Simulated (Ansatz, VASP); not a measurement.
**SnSe in VASP and in Ansatz**

POSCAR

```
SnSe
1.0
    0.0000000000      3.0021131538      3.0021131538
    3.0021131538      0.0000000000      3.0021131538
    3.0021131538      3.0021131538      0.0000000000
Sn Se
1 1
Direct
    0.0000000000      0.0000000000      0.0000000000
    0.5000000000      0.5000000000      0.5000000000
```

File INCAR.step1:

```
SYSTEM = SnSe
  PREC = Accurate
  ENCUT = 520
  ISMEAR = -1
  SIGMA = 0.02
  LREAL = .FALSE.
  LASPH = .TRUE.
  NELM = 80
  NBANDS = 17
  GGA = PE
  ALGO = Normal
  EDIFF = 1E-4
  LWAVE = .TRUE.
  LCHARG = .FALSE.
```

File INCAR.step2:

```
SYSTEM = SnSe
  PREC = Accurate
  ENCUT = 520
  EDIFF = 1E-7
  ISMEAR = -1
  SIGMA = 0.02
  LREAL = .FALSE.
  LASPH = .TRUE.
  NELM = 80
  ALGO = Normal
  ISIF = 2
  LWAVE = .FALSE.
  LCHARG = .TRUE.
  METAGGA = R2SCAN
  LMIXTAU = .TRUE.
  LELF = .TRUE.
  LVHAR = .TRUE.
  NBANDS = 17
  ISTART = 1
```

Contents of KPOINTS:

```
Automatic mesh
0
G
  8 8 8
  0 0 0
```

Input for Ansatz:

```yaml
crystal:
  lattice:
    - [0.0, 3.0021131538, 3.0021131538]
    - [3.0021131538, 0.0, 3.0021131538]
    - [3.0021131538, 3.0021131538, 0.0]
  atoms:
    - { symbol: Sn, position: [0.0, 0.0, 0.0] }
    - { symbol: Se, position: [0.5, 0.5, 0.5] }
kpoints:
  mp_grid: { grid: [8, 8, 8] }
  band_path:
    path:
      - [0.0, 0.0, 0.0]
      - [0.5, 0.0, 0.5]
      - [0.625, 0.25, 0.625]
      - [0.375, 0.375, 0.75]
      - [0.5, 0.5, 0.5]
      - [0.5, 0.25, 0.75]
      - [-0.052246, -0.051758, 0.484131]
      - [-0.057292, -0.041911, 0.479818]
      - [0.5, 0.475, 0.525]
    npoints: 1
hamiltonian:
  xc: r2scan
scf:
  occupations: { method: fermi_dirac, width: 0.02 }
  n_extra_bands: 4
output:
  forces: true
  stress: true
  eigenvalues: true
```

Alike in both runs: task single point; functional r2SCAN; k mesh 8 × 8 × 8; occupations fermi-dirac, width 0.02 eV; no spin polarisation.

|  | VASP | Ansatz |
| --- | --- | --- |
| version | VASP 6.6.1 | Ansatz 0.2.0 |
| potentials or method | VASP PAW PBE potentials, release 64 (Sn_d, Se) | plane waves, PAW |
| plane-wave cutoff (eV) | 520 | 500 |
| valence electrons in the cell | 20 | 30 |

|  | VASP | Ansatz | Ansatz less VASP |
| --- | --- | --- | --- |
| pressure (GPa) | 0.3 | 0.3 | 0.00 |

VASP's potentials were made for PBE, not for r2SCAN. VASP's potentials hold 20 valence electrons a cell and Ansatz's 30, so a difference there can come from the potentials and not from the codes.
